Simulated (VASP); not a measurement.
Wanted: the native input for a VASP 6.6.1 run.

| Property | Result |
| --- | --- |
| Task | single point |
| Functional | PBE |
| Potentials or basis | VASP PAW PBE potentials, release 64 (V_sv) |
| Cutoff | 520 eV |
| k mesh | 8 × 8 × 8 |
| Occupations | gaussian, width 0.1 eV |
| Spin | no spin polarisation |
| Dipole correction | no |
| Further INCAR settings | ALGO = Normal; EDIFF = 1e-07; NBANDS = 62 |

The structure of V lies in POSCAR:

```
V
1.0
    4.7877446255      0.0000000000      0.0000000000
    0.0000000000      4.7877446255      0.0000000000
    0.0000000000      0.0000000000      4.7877446255
V
8
Direct
    0.5000000000      0.5000000000      0.5000000000
    0.0000000000      0.0000000000      0.0000000000
    0.2500000000      0.0000000000      0.5000000000
    0.5000000000      0.2500000000      0.0000000000
    0.5000000000      0.7500000000      0.0000000000
    0.7500000000      0.0000000000      0.5000000000
    0.0000000000      0.5000000000      0.7500000000
    0.0000000000      0.5000000000      0.2500000000
```

These files were run (other wordings do the same):

INCAR

```
PREC     = Accurate       # precision mode
ENCUT    = 520            # plane-wave cutoff, eV
EDIFF    = 1E-7           # SCF threshold, eV
ISMEAR   = 0              # smearing method
SIGMA    = 0.1            # smearing width, eV
LREAL    = False          # projectors in reciprocal space
LASPH    = True           # aspherical terms in the spheres
NELM     = 100            # most SCF steps
ALGO     = Normal         # electronic algorithm
ISIF     = 2              # what is computed and relaxed
LWAVE    = False          # write WAVECAR
LCHARG   = True           # write CHGCAR
GGA      = PE             # functional
LELF     = True           # ELF
LVHAR    = True         
NBANDS   = 62             # bands
```

KPOINTS

```
regular mesh
0
Gamma
  8 8 8
```

Potentials or basis: VASP PAW PBE potentials, release 64 (V_sv).

Launch:

```console
$ cat potpaw_PBE.64/V_sv/POTCAR > POTCAR
$ mpirun -np 1 vasp_std > vasp.out
```

Results of the run:

```
Pressure               : 0.2 GPa
Band gap on the k mesh : zero (band 52 reaches 9.51 eV, above the bottom of band 53 at 9.43 eV)
```

It took 2.9 min on 1 thread of Intel(R) Xeon(R) Platinum 8488C (Sapphire Rapids), on a shared host, peak memory 0.31 GiB.
